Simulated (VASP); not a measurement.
# Te (Im-3m) in VASP: further runs, part 2 of 2

VASP 6.6.1. Earlier steps stand in the parts before.

## (4) Single point, r2SCAN (31.94 Å³/atom)

This run uses another cell than the first one, of 31.94 Å³/atom.

POSCAR reads:

```
Te
1.0
   -1.9987202028      1.9987202028      1.9987202028
    1.9987202028     -1.9987202028      1.9987202028
    1.9987202028      1.9987202028     -1.9987202028
Te
1
Direct
    0.0000000000      0.0000000000      0.0000000000
```

INCAR.step1 reads:

```
PREC = Accurate ; ENCUT = 520
ISMEAR = -1 ; SIGMA = 0.1
LREAL = False ; LASPH = True
NELM = 60 ; NBANDS = 9
GGA = PE ; ALGO = Normal
EDIFF = 1E-4 ; LWAVE = True
LCHARG = False
```

INCAR.step2 reads:

```
PREC = Accurate ; ENCUT = 520
EDIFF = 1E-6 ; ISMEAR = -1
SIGMA = 0.1 ; LREAL = False
LASPH = True ; NELM = 60
ALGO = Normal ; ISIF = 2
LWAVE = False ; LCHARG = False
METAGGA = R2SCAN ; LMIXTAU = True
NBANDS = 9 ; ISTART = 1
```

KPOINTS reads:

```
Automatic mesh
0
Gamma
  13 13 13
```

The run is started by

```sh
> cat potpaw_PBE.64/Te/POTCAR > POTCAR
> cp INCAR.step1 INCAR
> mpirun -np 1 vasp_std > vasp.out
> cp INCAR.step2 INCAR
> mpirun -np 1 vasp_std > vasp.out
```

Run time: 38 s. Hardware: 1 thread of Intel Xeon 6975P-C (Granite Rapids), shared host; peak memory 0.17 GiB.

The run converged. Its results:

```yaml
Free_energy: -24.9798 eV
Pressure: -5.0 GPa
Band_gap_on_the_k_mesh: zero (bands 3 and 4 overlap by 5.24 eV)
```

Levels at points of the mesh, in eV from the Fermi level:
| k point | band 1 | band 2 | band 3 | band 4 | band 5 | band 6 | band 7 | band 8 |
| --- | --- | --- | --- | --- | --- | --- | --- | --- |
| (0.00, 0.00, 0.00) | -13.58 | 2.51 | 2.51 | 2.51 | 9.67 | 10.03 | 10.03 | 10.03 |

Caveat: the cell stands under tension; the PAW data sets were made with another functional, which shifts forces and pressure a little; spin-orbit coupling is left out, which moves the levels of the heavy elements.

## (5) Single point, r2SCAN

This run uses another cell than the first one, of 28.52 Å³/atom.

POSCAR reads:

```
Te
1.0
   -1.9246244325      1.9246244325      1.9246244325
    1.9246244325     -1.9246244325      1.9246244325
    1.9246244325      1.9246244325     -1.9246244325
Te
1
Direct
    0.0000000000      0.0000000000      0.0000000000
```

INCAR.step1 reads:

```
ALGO     = Normal         # electronic algorithm
EDIFF    = 1E-4           # SCF threshold, eV
ENCUT    = 520            # plane-wave cutoff, eV
GGA      = PE             # functional
ISMEAR   = -1             # smearing method
LASPH    = True           # aspherical terms in the spheres
LCHARG   = False          # write CHGCAR
LREAL    = False          # projectors in reciprocal space
LWAVE    = True           # write WAVECAR
NBANDS   = 9              # bands
NELM     = 60             # most SCF steps
PREC     = Accurate       # precision mode
SIGMA    = 0.1            # smearing width, eV
```

INCAR.step2 reads:

```
ALGO     = Normal         # electronic algorithm
EDIFF    = 1E-6           # SCF threshold, eV
ENCUT    = 520            # plane-wave cutoff, eV
ISIF     = 2              # what is computed and relaxed
ISMEAR   = -1             # smearing method
ISTART   = 1            
LASPH    = True           # aspherical terms in the spheres
LCHARG   = False          # write CHGCAR
LMIXTAU  = True         
LREAL    = False          # projectors in reciprocal space
LWAVE    = False          # write WAVECAR
METAGGA  = R2SCAN         # meta-GGA
NBANDS   = 9              # bands
NELM     = 60             # most SCF steps
PREC     = Accurate       # precision mode
SIGMA    = 0.1            # smearing width, eV
```

KPOINTS reads:

```
k-points
0
Gamma
  19 19 19
```

The run is started by

```sh
> cat potpaw_PBE.64/Te/POTCAR > POTCAR
> cp INCAR.step1 INCAR
> mpirun -np 1 vasp_std > vasp.out
> cp INCAR.step2 INCAR
> mpirun -np 1 vasp_std > vasp.out
```

Wall time 80 s (1 thread of Intel Xeon 6975P-C (Granite Rapids), shared host); peak memory 0.2 GiB.

It converged, with:

```
Free energy            : -25.0336 eV
Pressure               : 0.1 GPa
Band gap on the k mesh : zero (bands 3 and 4 overlap by 6.25 eV)
```

Levels at points of the mesh, in eV from the Fermi level:
```
           k point  band 1  band 2  band 3  band 4  band 5  band 6  band 7
(0.00, 0.00, 0.00)  -14.46    3.09    3.09    3.09   10.25   10.25   10.25
```

Caveat: the PAW data sets were made with another functional, which shifts forces and pressure a little; spin-orbit coupling is left out, which moves the levels of the heavy elements.

## (6) Relaxation of cell and atoms, r2SCAN

This run uses another cell than the first one, of 28.84 Å³/atom.

POSCAR reads:

```
Te
1.0
   -1.9317963558      1.9317963558      1.9317963558
    1.9317963558     -1.9317963558      1.9317963558
    1.9317963558      1.9317963558     -1.9317963558
Te
1
Direct
    0.0000000000      0.0000000000      0.0000000000
```

INCAR.step1 reads:

```
SYSTEM = Te
  PREC = Accurate
  ENCUT = 600
  ISMEAR = -1
  SIGMA = 0.1
  LREAL = .FALSE.
  LASPH = .TRUE.
  NELM = 60
  GGA = PE
  ALGO = Normal
  EDIFF = 1E-4
  LWAVE = .TRUE.
  LCHARG = .FALSE.
```

INCAR.step2 reads:

```
SYSTEM = Te
  PREC = Accurate
  ENCUT = 600
  EDIFF = 1E-6
  ISMEAR = -1
  SIGMA = 0.1
  LREAL = .FALSE.
  LASPH = .TRUE.
  NELM = 60
  ALGO = Normal
  ISIF = 3
  LWAVE = .FALSE.
  LCHARG = .FALSE.
  METAGGA = R2SCAN
  LMIXTAU = .TRUE.
  IBRION = 2
  NSW = 80
  EDIFFG = -0.01
  ISTART = 1
```

KPOINTS reads:

```
Automatic mesh
0
G
  11 11 11
  0 0 0
```

Potentials or basis: VASP PAW PBE potentials, release 64 (Te).

The run is started by

```sh
> cat potpaw_PBE.64/Te/POTCAR > POTCAR
> cp INCAR.step1 INCAR
> mpirun -np 1 vasp_std > vasp.out
> cp INCAR.step2 INCAR
> mpirun -np 1 vasp_std > vasp.out
```

OUTCAR:

```text
SYSTEM = Te
   PREC = Accurate
   ENCUT = 600
   EDIFF = 1E-6
   ISMEAR = -1
   LREAL = .FALSE.
   LASPH = .TRUE.
   NELM = 60
   ISIF = 3
   METAGGA = R2SCAN
   IBRION = 2
   NSW = 80
   EDIFFG = -0.01
   ISTART = 1

 ion  position               nearest neighbor table
   1  0.000  0.000  0.000-

  LATTYP: Found a body centered cubic cell.
 ALAT       =     3.8635927116

  Lattice vectors:

 A1 = (  -1.9317963558,   1.9317963558,   1.9317963558)
 A2 = (   1.9317963558,  -1.9317963558,   1.9317963558)
 A3 = (   1.9317963558,   1.9317963558,  -1.9317963558)

Analysis of symmetry for initial positions (statically):
=====================================================================
 Subroutine PRICEL returns:
[... 251 lines left out ...]
 val. band max:        7.7337194195   @ k =   0.4545   0.0000   0.0000
 cond. band min:       7.8545052713   @ k =   0.2727   0.0909   0.0000
 fundamental gap:      0.1207858519
 Fermi energy:         7.8055340698

 k-point     1 :       0.0000    0.0000    0.0000
  band No.  band energies     occupation
      1      -6.7257      2.00000
      2      10.8366      0.00000
      3      10.8366      0.00000
      4      10.8366      0.00000
      5      17.9911      0.00000
      6      17.9911      0.00000
      7      17.9911      0.00000
[... 221 lines left out ...]
 k-point    24 :       0.3636    0.1818    0.0909
  band No.  band energies     occupation
      1      -3.1517      2.00000
      2       2.4024      2.00000
      3       5.1238      2.00000
      4       7.3435      1.98049
      5      17.1068      0.00000
      6      18.6261      0.00000
      7      22.0997      0.00000

 [... further k-points ...]

------------------------ aborting loop because EDIFF is reached ----------------------------------------

  FORCE on cell =-STRESS in cart. coord.  units (eV):
  Direction    XX          YY          ZZ          XY          YZ          ZX
  --------------------------------------------------------------------------------------
  -------------------------------------------------------------------------------------
  Total       -0.0025200     -0.0025200     -0.0025200      0.0000000     -0.0000000      0.0000000
  in kB       -0.1417638     -0.1417638     -0.1417638      0.0000000     -0.0000000      0.0000000
  external PRESSURE =      -0.1417638 kB  Pullay stress =       0.0000000 kB
[... 16 lines left out ...]
  FREE ENERGIE OF THE ION-ELECTRON SYSTEM (eV)
  ---------------------------------------------------
  free  energy   TOTEN  =       -25.0189877393 eV

  energy  without entropy=      -24.9883880000  energy(sigma->0) =      -25.00368787

 reached required accuracy - stopping structural energy minimisation
```

OSZICAR.step1:

```text
N       E                     dE             d eps       ncg     rms          rms(c)
DAV:   1     0.137739486362E+02    0.13774E+02   -0.27432E+03   784   0.758E+02
DAV:   2    -0.250949900813E+01   -0.16283E+02   -0.15713E+02  1078   0.822E+01
DAV:   3    -0.283276828522E+01   -0.32327E+00   -0.31753E+00   945   0.131E+01
DAV:   4    -0.283445866767E+01   -0.16904E-02   -0.16893E-02  1253   0.112E+00
DAV:   5    -0.283446271401E+01   -0.40463E-05   -0.40475E-05  1057   0.389E-02    0.620E+00
DAV:   6    -0.283379034947E+01    0.67236E-03   -0.27993E-03  1078   0.345E-01    0.381E+00
DAV:   7    -0.283413995320E+01   -0.34960E-03   -0.61754E-03   938   0.511E-01    0.194E-01
DAV:   8    -0.283412630456E+01    0.13649E-04   -0.18229E-04   959   0.991E-02
   1 F= -.28341263E+01 E0= -.28176567E+01  d E =-.329391E-01
```

Wall time 48 s (1 thread of Intel Xeon 6975P-C (Granite Rapids), shared host); peak memory 0.16 GiB.

What came out:

```yaml
Free_energy: -25.0190 eV
Relaxed_volume: 28.48 Å³/atom
Relaxed_cell: a = 3.332 Å, b = 3.332 Å, c = 3.332 Å, α = 109.47°, β = 109.47°, γ = 109.47°
Space_group_after_relaxing_to_0.1_Å: Im-3m (No. 229)
Energy_gained_by_relaxing: 0.8 meV/atom
Ionic_steps: 3
Pressure_after_relaxing: 0.0 GPa
Band_gap_on_the_k_mesh: zero (bands 3 and 4 overlap by 6.20 eV)
```

Step by step:
```
step  energy change (eV)  largest force (eV/Å)  pressure (GPa)  volume (Å³)
   1              0.0000                0.0000           -0.67        28.84
   2             -0.0006                0.0000            0.31        28.33
   3             -0.0008                0.0000           -0.01        28.48
```

Final structure:
```
Te
1.0
    -1.92380    1.92380    1.92380
     1.92380   -1.92380    1.92380
     1.92380    1.92380   -1.92380
Te
1
Direct
  0.00000 0.00000 0.00000
```

Caveat: the PAW data sets were made with another functional, which shifts forces and pressure a little; spin-orbit coupling is left out, which moves the levels of the heavy elements.

## (7) The runs side by side

| task | cell | k mesh | cutoff (eV) | gap on the mesh (eV) | pressure (GPa) |
| --- | --- | --- | --- | --- | --- |
| single point | a = 3.377 Å, angles 109.5°, 1 atom | 13 × 13 × 13 | 520 | none | -2.1 |
| single point | a = 3.420 Å, angles 109.5°, 1 atom | 13 × 13 × 13 | 520 | none | -3.7 |
| single point | a = 3.462 Å, angles 109.5°, 1 atom | 13 × 13 × 13 | 520 | none | -5.0 |
| single point | a = 3.334 Å, angles 109.5°, 1 atom | 19 × 19 × 19 | 520 | none | 0.1 |
| relaxation of cell and atoms | relaxed from a = 3.346 Å, angles 109.5°, 1 atom | 11 × 11 × 11 | 600 | none | 0.0 |

Alike in all rows: level r2SCAN; potentials or basis VASP PAW PBE potentials, release 64 (Te); no spin polarisation; smearing fermi-dirac 0.1 eV.

Caveats: the PAW data sets were made with another functional, which shifts forces and pressure a little; spin-orbit coupling is left out, which moves the levels of the heavy elements; the cell stands under tension (at least some runs).

Absolute energies hang on the potentials; compare differences alone.
